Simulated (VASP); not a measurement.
Here is a VASP 6.6.1 calculation.

File POSCAR:

```
Ag
1.0
    2.9073098841      0.0000000000      0.0000000000
   -1.4536549421      2.5178042163      0.0000000000
    0.0000000000      0.0000000000      4.7376913701
Ag
2
Direct
    0.3333333333      0.6666666667      0.7500000000
    0.6666666667      0.3333333333      0.2500000000
```

File INCAR.step1:

```
ALGO     = Normal         # electronic algorithm
EDIFF    = 1E-4           # SCF threshold, eV
ENCUT    = 520            # plane-wave cutoff, eV
GGA      = PE             # functional
ISMEAR   = 0              # smearing method
LASPH    = True           # aspherical terms in the spheres
LCHARG   = False          # write CHGCAR
LREAL    = False          # projectors in reciprocal space
LWAVE    = True           # write WAVECAR
NBANDS   = 18             # bands
NELM     = 60             # most SCF steps
PREC     = Accurate       # precision mode
SIGMA    = 0.05           # smearing width, eV
```

The input INCAR.step2:

```
ALGO     = Normal         # electronic algorithm
EDIFF    = 1E-6           # SCF threshold, eV
ENCUT    = 520            # plane-wave cutoff, eV
ISIF     = 2              # what is computed and relaxed
ISMEAR   = 0              # smearing method
ISTART   = 1            
LASPH    = True           # aspherical terms in the spheres
LCHARG   = False          # write CHGCAR
LMIXTAU  = True         
LREAL    = False          # projectors in reciprocal space
LWAVE    = False          # write WAVECAR
METAGGA  = R2SCAN         # meta-GGA
NBANDS   = 18             # bands
NELM     = 60             # most SCF steps
PREC     = Accurate       # precision mode
SIGMA    = 0.05           # smearing width, eV
```

KPOINTS

```
k-points
0
Gamma
  16 16 10
```

Potentials or basis: VASP PAW PBE potentials, release 64 (Ag).

Run with:

```bash
$ cat potpaw_PBE.64/Ag/POTCAR > POTCAR
$ cp INCAR.step1 INCAR
$ mpirun -np 1 vasp_std > vasp.out
$ cp INCAR.step2 INCAR
$ mpirun -np 1 vasp_std > vasp.out
```

Estimate the pressure.

0.2 GPa.

What does it give for the band gap on the k mesh?

Zero (bands 11 and 12 overlap by 7.45 eV).

Caveat: the PAW data sets were made with another functional, which shifts forces and pressure a little.
